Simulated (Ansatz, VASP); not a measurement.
**Ni in VASP and in Ansatz**

File INCAR:

```
PREC = Accurate
ENCUT = 520
EDIFF = 1E-6
ISMEAR = -1
SIGMA = 0.1
LREAL = F
LASPH = T
NELM = 100
ALGO = Normal
ISIF = 2
LWAVE = F
LCHARG = F
GGA = PE
NBANDS = 11
```

KPOINTS

```
Automatic mesh
0
Gamma
  21 21 21
```

Contents of POSCAR:

```
Ni
1.0
   -1.3495245429      1.3495245429      1.3495245429
    1.3495245429     -1.3495245429      1.3495245429
    1.3495245429      1.3495245429     -1.3495245429
Ni
1
Direct
    0.0000000000      0.0000000000      0.0000000000
```

Input for Ansatz:

```yaml
crystal:
  lattice:
    - [-1.3495245429, 1.3495245429, 1.3495245429]
    - [1.3495245429, -1.3495245429, 1.3495245429]
    - [1.3495245429, 1.3495245429, -1.3495245429]
  atoms:
    - { symbol: Ni, position: [0.0, 0.0, 0.0] }
kpoints:
  mp_grid: { grid: [21, 21, 21] }
scf:
  occupations: { method: fermi_dirac, width: 0.1 }
hamiltonian:
  xc: pbe
  pseudopotentials: { kind: all_electron, lapw: { basis_error: 0.001 } }
output:
  forces: true
  stress: true
  eigenvalues: true
  populations: true
```

Change from the starting cell: volume scaled by 0.9, LAPW.

Alike in both runs: task single point; functional PBE; k mesh 21 × 21 × 21; occupations fermi-dirac, width 0.1 eV; no spin polarisation.

|  | VASP | Ansatz |
| --- | --- | --- |
| version | VASP 6.6.1 | Ansatz 0.2.0 |
| potentials or method | VASP PAW PBE potentials, release 64 (Ni), cutoff 520 eV | all-electron LAPW, scalar-relativistic |

```csv
,VASP,Ansatz,Ansatz less VASP
pressure (GPa),26.3,26.7,+0.36
```

Ansatz ran all-electron here, and VASP with PAW potentials.
